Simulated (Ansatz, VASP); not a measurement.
Mg in VASP and in Ansatz

```xyz
1
Lattice="-1.4814 1.4814 1.4814 1.4814 -1.4814 1.4814 1.4814 1.4814 -1.4814" Properties=species:S:1:pos:R:3 pbc="T T T"
Mg    0.0000    0.0000    0.0000
```

Change from the starting cell: volume scaled by 1.01.

Alike in both runs: task single point; functional PBEsol; k mesh 16 × 16 × 16; occupations fermi-dirac, width 0.05 eV; no spin polarisation.

```csv
,VASP,Ansatz
version,VASP 6.6.1,Ansatz 0.2.0
potentials or method,"VASP PAW PBE potentials, release 64 (Mg), cutoff 520 eV","all-electron LAPW, scalar-relativistic"
```

```csv
,VASP,Ansatz,Ansatz less VASP
pressure (GPa),59.2,57.9,-1.27
```

VASP's potentials were made for PBE, not for PBEsol. Both programs put the cell under a high pressure, so it lies far from rest at this level. Ansatz ran all-electron here, and VASP with PAW potentials.
